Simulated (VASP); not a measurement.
# MoS2 in VASP: further runs

MoS2 is run at these levels: PBEsol; tasks: single point.

Program: VASP 6.6.1. These are calculated values, not measurements. Logs are shortened: lines on timing, memory, paths and dates and some standing lists are left out, and cuts for length are marked.

### 1 The cell of the first run

The structure is trigonal, space group R3m (No. 160). Conventional cell: a = 3.225 Å, b = 3.225 Å, c = 18.730 Å, α = 90.00°, β = 90.00°, γ = 120.00°. Within 3.3 Å of Mo (site symmetry 3m) lie 6 S at 2.41 Å and 6 Mo at 3.23 Å. S (site symmetry 3m) has 3 Mo at 2.41 Å and 7 S at 3.06 to 3.23 Å within 3.3 Å. S (site symmetry 3m) has 3 Mo at 2.41 Å and 7 S at 3.06 to 3.23 Å within 3.3 Å.

### 2 Single point, PBEsol (18.75 Å³/atom)

Contents of INCAR:

```
SYSTEM = MoS2
PREC     = Accurate       ! precision mode
ENCUT    = 520            ! plane-wave cutoff, eV
EDIFF    = 1E-7           ! SCF threshold, eV
ISMEAR   = -1             ! smearing method
SIGMA    = 0.05           ! smearing width, eV
LREAL    = .False.        ! projectors in reciprocal space
LASPH    = .True.         ! aspherical terms in the spheres
NELM     = 100            ! most SCF steps
ALGO     = Normal         ! electronic algorithm
ISIF     = 2              ! what is computed and relaxed
LWAVE    = .False.        ! write WAVECAR
LCHARG   = .False.        ! write CHGCAR
GGA      = PS             ! functional
NBANDS   = 20             ! bands
```

Contents of KPOINTS:

```
Automatic mesh
0
Gamma
  13 13 13
  0 0 0
```

Contents of POSCAR:

```
MoS2
1.0
    1.6125180425      0.9309877259      6.2434257839
   -1.6125180425      0.9309877259      6.2434257839
    0.0000000000     -1.8619754517      6.2434257839
Mo S
1 2
Direct
    0.0000000000      0.0000000000      0.0000000000
    0.7484000000      0.7484000000      0.7484000000
    0.5849000000      0.5849000000      0.5849000000
```

Potentials or basis: VASP PAW PBE potentials, release 64 (Mo_sv, S).

Run with:

```sh
$ cat potpaw_PBE.64/Mo_sv/POTCAR potpaw_PBE.64/S/POTCAR > POTCAR
$ mpirun -np 1 vasp_std > vasp.out
```

OUTCAR:

```text
SYSTEM = MoS2
   PREC = Accurate
   ENCUT = 520
   EDIFF = 1E-7
   ISMEAR = -1
   LREAL = .False.
   LASPH = .True.
   NELM = 100
   ISIF = 2
   GGA = PS

 ion  position               nearest neighbor table
   1  0.000  0.000  0.000-   2 2.41   2 2.41   2 2.41   3 2.41   3 2.41   3 2.41
   2  0.748  0.748  0.748-   1 2.41   1 2.41   1 2.41
   3  0.585  0.585  0.585-   1 2.41   1 2.41   1 2.41

  LATTYP: Found a trigonal (rhomboedric) cell.
 ALAT       =     6.5151606352
 COS(alpha) =     0.8774851014

  Lattice vectors:

 A1 = (   1.6125180425,   0.9309877259,   6.2434257839)
 A2 = (  -1.6125180425,   0.9309877259,   6.2434257839)
 A3 = (   0.0000000000,  -1.8619754517,   6.2434257839)

Analysis of symmetry for initial positions (statically):
=====================================================================
 Subroutine PRICEL returns:
 Original cell was already a primitive cell.

 Routine SETGRP: Setting up the symmetry group for a
 trigonal (rhombohedral) supercell.

 Subroutine GETGRP returns: Found  6 space group operations
 (whereof  6 operations were pure point group operations)
 out of a pool of 12 trial point group operations.

The static configuration has the point symmetry C_3v.

Analysis of symmetry for dynamics (positions and initial velocities):
=====================================================================
 Subroutine PRICEL returns:
 Original cell was already a primitive cell.

 Routine SETGRP: Setting up the symmetry group for a
 trigonal (rhombohedral) supercell.

 Subroutine GETGRP returns: Found  6 space group operations
 (whereof  6 operations were pure point group operations)
 out of a pool of 12 trial point group operations.

The dynamic configuration has the point symmetry C_3v.

 Subroutine INISYM returns: Found  6 space group operations
 (whereof  6 operations are pure point group operations),
 and found     1 'primitive' translations

----------------------------------------------------------------------------------------

                                     Primitive cell

  volume of cell :      56.2371

  direct lattice vectors                    reciprocal lattice vectors
     1.612518043  0.930987726  6.243425784     0.310074050  0.179021336  0.053389492
    -1.612518043  0.930987726  6.243425784    -0.310074050  0.179021336  0.053389492
     0.000000000 -1.861975452  6.243425784     0.000000000 -0.358042672  0.053389492

  length of vectors
     6.515160635  6.515160635  6.515160635     0.362001372  0.362001372  0.362001372

  position of ions in fractional coordinates (direct lattice)
     0.000000000  0.000000000  0.000000000
     0.748400000  0.748400000  0.748400000
     0.584900000  0.584900000  0.584900000

  ion indices of the primitive-cell ions
   primitive index   ion index
                 1           1
                 2           2
                 3           3

----------------------------------------------------------------------------------------

 KPOINTS: Automatic mesh

Automatic generation of k-mesh.
 Grid dimensions read from file:
 generate k-points for:   13   13   13

 Generating k-lattice:

  Cartesian coordinates                     Fractional coordinates (reciprocal lattice)
     0.023851850  0.013770872  0.004106884     0.076923077 -0.000000000  0.000000000
    -0.023851850  0.013770872  0.004106884    -0.000000000  0.076923077  0.000000000
     0.000000000 -0.027541744  0.004106884     0.000000000  0.000000000  0.076923077

  Length of vectors
     0.027846259  0.027846259  0.027846259

  Shift w.r.t. Gamma in fractional coordinates (k-lattice)
     0.000000000  0.000000000  0.000000000

 Subroutine IBZKPT returns following result:
 ===========================================

 Found    231 irreducible k-points:

 Following reciprocal coordinates:
            Coordinates               Weight
  0.000000  0.000000  0.000000      1.000000
  0.076923  0.000000  0.000000      6.000000
  0.153846 -0.000000  0.000000      6.000000
  0.230769  0.000000  0.000000      6.000000
  0.307692 -0.000000  0.000000      6.000000
  0.384615  0.000000  0.000000      6.000000
[... 16 lines left out ...]
  0.384615  0.153846 -0.000000     12.000000
  0.461538  0.153846 -0.000000     12.000000
 [... further k-points ...]
   k-points           NKPTS =    231   k-points in BZ     NKDIM =    231   number of bands    NBANDS=     20
   number of dos      NEDOS =    301   number of ions     NIONS =      3
   total plane-waves  NPLWV = 110592
   dimension x,y,z NGX =    48 NGY =   48 NGZ =   48
   dimension x,y,z NGXF=    96 NGYF=   96 NGZF=   96
   ions per type =               1   2
   NGX,Y,Z   is equivalent  to a cutoff of  12.25, 12.25, 12.25 a.u.
   NGXF,Y,Z  is equivalent  to a cutoff of  24.50, 24.50, 24.50 a.u.
 SYSTEM =  MoS2
   PREC   = accura    normal or accurate (medium, high low for compatibility)
   ISTART =      0    job   : 0-new  1-cont  2-samecut
   ICHARG =      2    charge: 1-file 2-atom 10-const
   ISPIN  =      1    spin polarized calculation?
   LNONCOLLINEAR =      F non collinear calculations
   LSORBIT =      F    spin-orbit coupling
   LASPH  =      T    aspherical Exc in radial PAW
   ENCUT  =  520.0 eV  38.22 Ry    6.18 a.u.  12.11 12.11 12.11*2*pi/ulx,y,z
   NELM   =    100;   NELMIN=  2; NELMDL= -5     # of ELM steps
   EDIFF  = 0.1E-06   stopping-criterion for ELM
   LREAL  =      F    real-space projection
   EDIFFG = 0.1E-05   stopping-criterion for IOM
   NSW    =      0    number of steps for IOM
   IBRION =     -1    ionic relax: 0-MD 1-quasi-New 2-CG
   NFREE  =      0    steps in history (QN), initial steepest desc. (CG)
   ISIF   =      2    stress and relaxation
   ISYM   =      2    0-nonsym 1-usesym 2-fastsym
   POTIM  = 0.5000    time-step for ionic-motion
   TEBEG  =    0.0;   TEEND  =   0.0 temperature during run
   PSTRESS=    0.0 pullay stress
   NELECT =      26.0000    total number of electrons
   NUPDOWN=      -1.0000    fix difference up-down
   EMIN   =  10.00;   EMAX   =-10.00  energy-range for DOS
   EFERMI =   0.00;   METHOD = LEGACY
   ISMEAR =    -1;   SIGMA  =   0.05  broadening in eV -4-tet -1-fermi 0-gaus
   EFERMI_NEDOS =   21; number of points for ismear=-14 and -15
   IALGO  =     38    algorithm
   IMIX   =      4    mixing-type and parameters
     AMIX     =   0.40;   BMIX     =  1.00
     AMIX_MAG =   1.60;   BMIX_MAG =  1.00
  volume/ion in A,a.u.               =      18.75       126.50
  Fermi-wavevector in a.u.,A,eV,Ry     =   1.265878  2.392162 21.802601  1.602446
  Thomas-Fermi vector in A             =   2.399108
   LORBIT       =      0    0 simple, 1 ext, 2 COOP (PROOUT), +10 PAW based schemes
   GGA     = PS    functional components
   LHFCALC =     F    Hartree Fock is set to
   AEXX    =    0.0000 exact exchange contribution
   IVDW    =     0    specifies the selected vdW correction
   LEPSILON=     F    determine dielectric tensor
   LRPA    =     F    only Hartree local field effects (RPA)
 non-spin polarized calculation
  energy-cutoff  :      520.00
  volume of cell :       56.24
 maximum number of plane-waves:      1537
   NGX = 25   NGY = 25   NGZ = 25

 number of electron      25.9999998 magnetization

 Free energy of the ion-electron system (eV)
  ---------------------------------------------------
  ext. energy  EPLUGINS =         0.00000000
  ---------------------------------------------------
  free energy    TOTEN  =       -23.39139133 eV

  energy without entropy =      -23.39138410  energy(sigma->0) =      -23.39138772

 E-fermi :   7.2316     XC(G=0): -10.6900

 val. band max:        6.9319739289   @ k =   0.4615   0.4615   0.4615
 cond. band min:       7.6780626375   @ k =  -0.3077   0.3077   0.0000
 fundamental gap:      0.7460887086
 Fermi energy:         7.2315715624

 k-point     1 :       0.0000    0.0000    0.0000
  band No.  band energies     occupation
      1     -54.6402      2.00000
      2     -28.7956      2.00000
      3     -28.6327      2.00000
      4     -28.6327      2.00000
      5      -7.9804      2.00000
      6      -6.3169      2.00000
[... 12 lines left out ...]
     19      14.7133      0.00000
     20      14.9308      0.00000

 k-point     2 :       0.0769    0.0000    0.0000
  band No.  band energies     occupation
      1     -54.6383      2.00000
      2     -28.7918      2.00000
      3     -28.6523      2.00000
      4     -28.6372      2.00000
      5      -7.8947      2.00000
      6      -6.2914      2.00000
[... 12 lines left out ...]
     19      14.9934      0.00000
     20      15.1285      0.00000

 k-point     3 :       0.1538   -0.0000    0.0000
  band No.  band energies     occupation
      1     -54.6333      2.00000
      2     -28.7813      2.00000
      3     -28.7063      2.00000
      4     -28.6495      2.00000
      5      -7.6490      2.00000
      6      -6.2180      2.00000
[... 12 lines left out ...]
     19      15.1574      0.00000
     20      15.7925      0.00000

 k-point     4 :       0.2308    0.0000    0.0000
  band No.  band energies     occupation
      1     -54.6261      2.00000
      2     -28.7816      2.00000
      3     -28.7663      2.00000
      4     -28.6668      2.00000
      5      -7.2781      2.00000
      6      -6.1075      2.00000
[... 12 lines left out ...]
     19      15.1601      0.00000
     20      15.6096      0.00000

 k-point     5 :       0.3077   -0.0000    0.0000
  band No.  band energies     occupation
      1     -54.6184      2.00000
      2     -28.8606      2.00000
      3     -28.7505      2.00000
      4     -28.6852      2.00000
      5      -6.8434      2.00000
      6      -5.9801      2.00000
[... 12 lines left out ...]
     19      14.2471      0.00000
     20      14.8345      0.00000
[... 353 lines left out ...]
      6      -6.1777      2.00000
[... 12 lines left out ...]
     19      15.3783      0.00000
     20      15.6116      0.00000

 k-point    22 :       0.3077    0.1538    0.0000
  band No.  band energies     occupation
      1     -54.6224      2.00000
      2     -28.8082      2.00000
      3     -28.7587      2.00000
      4     -28.6877      2.00000
      5      -7.0549      2.00000
      6      -6.0760      2.00000
[... 12 lines left out ...]
     19      15.2307      0.00000
     20      15.6829      0.00000

 k-point    23 :       0.3846    0.1538   -0.0000
  band No.  band energies     occupation
      1     -54.6156      2.00000
      2     -28.8665      2.00000
      3     -28.7446      2.00000
      4     -28.7156      2.00000
      5      -6.6537      2.00000
      6      -5.9516      2.00000
[... 12 lines left out ...]
     19      14.7487      0.00000
     20      15.4216      0.00000

 k-point    24 :       0.4615    0.1538   -0.0000
  band No.  band energies     occupation
      1     -54.6100      2.00000
      2     -28.9135      2.00000
      3     -28.7395      2.00000
      4     -28.7329      2.00000
      5      -6.2887      2.00000
      6      -5.8337      2.00000
[... 12 lines left out ...]
     19      14.7141      0.00000
     20      15.2111      0.00000

 [... further k-points ...]

------------------------ aborting loop because EDIFF is reached ----------------------------------------

  FORCE on cell =-STRESS in cart. coord.  units (eV):
  Direction    XX          YY          ZZ          XY          YZ          ZX
  --------------------------------------------------------------------------------------
  -------------------------------------------------------------------------------------
  Total       -2.3121287     -2.3121287     -0.0771665      0.0000000     -0.0000000      0.0000000
  in kB      -65.8718475    -65.8718475     -2.1984497      0.0000000     -0.0000000      0.0000000
  external PRESSURE =     -44.6473816 kB  Pullay stress =       0.0000000 kB

 VOLUME and BASIS-vectors are now :
 -----------------------------------------------------------------------------
  energy-cutoff  :      520.00
  volume of cell :       56.24
      direct lattice vectors                 reciprocal lattice vectors
     1.612518043  0.930987726  6.243425784     0.310074050  0.179021336  0.053389492
    -1.612518043  0.930987726  6.243425784    -0.310074050  0.179021336  0.053389492
     0.000000000 -1.861975452  6.243425784     0.000000000 -0.358042672  0.053389492

 POSITION                                       TOTAL-FORCE (eV/Angst)
 -----------------------------------------------------------------------------------
      0.00000      0.00000      0.00000         0.000000     -0.000000     -0.003168
      0.00000      0.00000     14.01774         0.000000      0.000000      0.004170
      0.00000      0.00000     10.95534         0.000000     -0.000000     -0.001001
 -----------------------------------------------------------------------------------
    total drift:                                0.000000      0.000000     -0.000036

  FREE ENERGIE OF THE ION-ELECTRON SYSTEM (eV)
  ---------------------------------------------------
  free  energy   TOTEN  =       -23.3913913324 eV

  energy  without entropy=      -23.3913840983  energy(sigma->0) =      -23.39138772
```

Run time: 17 min. Hardware: 1 thread of AMD EPYC 9R14 (Zen 4), shared host; peak memory 0.45 GiB.

What came out:

```yaml
Free_energy: -23.3914 eV
Pressure: -4.5 GPa
Largest_force: 0.004 eV/Å
Band_gap_on_the_k_mesh: 0.75 eV (least direct gap 1.68 eV)
```

Forces in eV/Å, atoms in the order of the input:
```
Mo   0.000  0.000 -0.003
S    0.000  0.000  0.004
S    0.000  0.000 -0.001
```

Stress tensor (GPa, compression positive):
```
-6.59  0.00  0.00
 0.00 -6.59  0.00
 0.00  0.00 -0.22
```

Levels at points of the mesh, in eV from the valence-band top:
```
           k point  band 11  band 12  band 13  band 14  band 15  band 16
(0.00, 0.00, 0.00)    -2.45    -1.25    -1.00     1.85     1.85     2.28
```

Caveat: the stress differs along the axes, from -7 to -0 GPa; the PAW data sets were made with another functional, which shifts forces and pressure a little.

### 3 Single point, PBEsol (equal xy, yz and zx shear strains of +2 %)

Contents of INCAR:

```
SYSTEM = MoS2
  ALGO = Normal
  EDIFF = 1E-6
  ENCUT = 520
  GGA = PS
  ISIF = 2
  ISMEAR = -1
  LASPH = .True.
  LCHARG = .False.
  LREAL = .False.
  LWAVE = .False.
  NBANDS = 20
  NELM = 80
  PREC = Accurate
  SIGMA = 0.05
```

Contents of KPOINTS:

```
k-points
0
Gamma
  13 13 13
  0 0 0
```

Contents of POSCAR:

```
MoS2
1.0
    1.6518644534      0.9901279603      6.1482758001
   -1.5111362602      0.9584979531      6.1166457930
    0.0429717069     -1.7649260134      6.1050684069
Mo S
1 2
Direct
    0.0000000000      0.0000000000      0.0000000000
    0.7484000000      0.7484000000      0.7484000000
    0.5849000000      0.5849000000      0.5849000000
```

Potentials or basis: VASP PAW PBE potentials, release 64 (Mo_sv, S).

Run with:

```sh
$ cat potpaw_PBE.64/Mo_sv/POTCAR potpaw_PBE.64/S/POTCAR > POTCAR
$ mpirun -np 1 vasp_std > vasp.out
```

OUTCAR:

```text
SYSTEM = MoS2
   EDIFF = 1E-6
   ENCUT = 520
   GGA = PS
   ISIF = 2
   ISMEAR = -1
   LASPH = .True.
   LREAL = .False.
   NELM = 80
   PREC = Accurate

 ion  position               nearest neighbor table
   1  0.000  0.000  0.000-   2 2.34   2 2.34   3 2.35   3 2.36   3 2.39   2 2.41
   2  0.748  0.748  0.748-   1 2.34   1 2.34   1 2.41
   3  0.585  0.585  0.585-   1 2.35   1 2.36   1 2.39

  LATTYP: Found a triclinic cell.
 ALAT       =     3.1356695793
 B/A-ratio  =     1.0088170701
 C/A-ratio  =     2.0267467573
[... 747 lines left out ...]

  FORCE on cell =-STRESS in cart. coord.  units (eV):
  Direction    XX          YY          ZZ          XY          YZ          ZX
  --------------------------------------------------------------------------------------
  -------------------------------------------------------------------------------------
  Total        0.6065150      0.6405939      3.1435350     -0.5837202     -0.9965334     -1.0057645
  in kB       18.3216538     19.3511116     94.9601626    -17.6330674    -30.1033635    -30.3822152
  external PRESSURE =      44.2109760 kB  Pullay stress =       0.0000000 kB

 VOLUME and BASIS-vectors are now :
 -----------------------------------------------------------------------------
  energy-cutoff  :      520.00
  volume of cell :       53.04
      direct lattice vectors                 reciprocal lattice vectors
     1.651864453  0.990127960  6.148275800     0.313871402  0.178898647  0.049508911
    -1.511136260  0.958497953  6.116645793    -0.318564788  0.185160391  0.055770655
     0.042971707 -1.764926013  6.105068407     0.003076137 -0.365676287  0.058062613

 POSITION                                       TOTAL-FORCE (eV/Angst)
 -----------------------------------------------------------------------------------
      0.00000      0.00000      0.00000         0.147524     -0.006499     -0.035415
      0.13748      0.13748     13.74810        -0.389655     -0.313669      1.051665
      0.10745      0.10745     10.74461         0.242131      0.320168     -1.016249
 -----------------------------------------------------------------------------------
    total drift:                               -0.000051      0.000035      0.000001

  FREE ENERGIE OF THE ION-ELECTRON SYSTEM (eV)
  ---------------------------------------------------
  free  energy   TOTEN  =       -23.3708624309 eV

  energy  without entropy=      -23.3708551001  energy(sigma->0) =      -23.37085877
```

OSZICAR:

```text
N       E                     dE             d eps       ncg     rms          rms(c)
DAV:   1     0.181911604379E+03    0.18191E+03   -0.13465E+04 44104   0.123E+03
DAV:   2    -0.174138583697E+02   -0.19933E+03   -0.19389E+03 53228   0.317E+02
DAV:   3    -0.247135904146E+02   -0.72997E+01   -0.72352E+01 54756   0.568E+01
DAV:   4    -0.247964221685E+02   -0.82832E-01   -0.82785E-01 53516   0.642E+00
DAV:   5    -0.247976925631E+02   -0.12704E-02   -0.12703E-02 55548   0.777E-01    0.276E+01
DAV:   6    -0.236735562992E+02    0.11241E+01   -0.89324E+00 46912   0.188E+01    0.924E+00
DAV:   7    -0.234697835263E+02    0.20377E+00   -0.29683E+00 45036   0.103E+01    0.637E+00
DAV:   8    -0.233717490988E+02    0.98034E-01   -0.47347E-01 49684   0.433E+00    0.168E+00
DAV:   9    -0.233717702909E+02   -0.21192E-04   -0.17775E-02 52712   0.834E-01    0.600E-01
DAV:  10    -0.233708517592E+02    0.91853E-03   -0.61904E-03 49412   0.535E-01    0.986E-02
DAV:  11    -0.233708790459E+02   -0.27287E-04   -0.63055E-04 51252   0.176E-01    0.880E-02
DAV:  12    -0.233708542826E+02    0.24763E-04   -0.90049E-05 51944   0.582E-02    0.202E-02
DAV:  13    -0.233708624083E+02   -0.81257E-05   -0.10158E-05 47448   0.190E-02    0.258E-03
DAV:  14    -0.233708624309E+02   -0.22598E-07   -0.71597E-07 34572   0.504E-03
   1 F= -.23370862E+02 E0= -.23370859E+02  d E =-.733087E-05
```

Wall time 57 min (1 thread of Oxide Virtual Turin-like, shared host); peak memory 1.1 GiB.

Results:

```yaml
Free_energy: -23.3709 eV
Pressure: 4.4 GPa
Largest_force: 1.165 eV/Å
Band_gap_on_the_k_mesh: 0.72 eV (least direct gap 1.76 eV)
```

Forces in eV/Å, atoms in the order of the input:
```
Mo   0.148 -0.006 -0.035
S   -0.390 -0.314  1.052
S    0.242  0.320 -1.016
```

Caveat: the cell differs from its parent crystal (equal xy, yz and zx shear strains of +2 %); the stress differs along the axes, from 2 to 9 GPa; the PAW data sets were made with another functional, which shifts forces and pressure a little. A k mesh can miss the band edges.
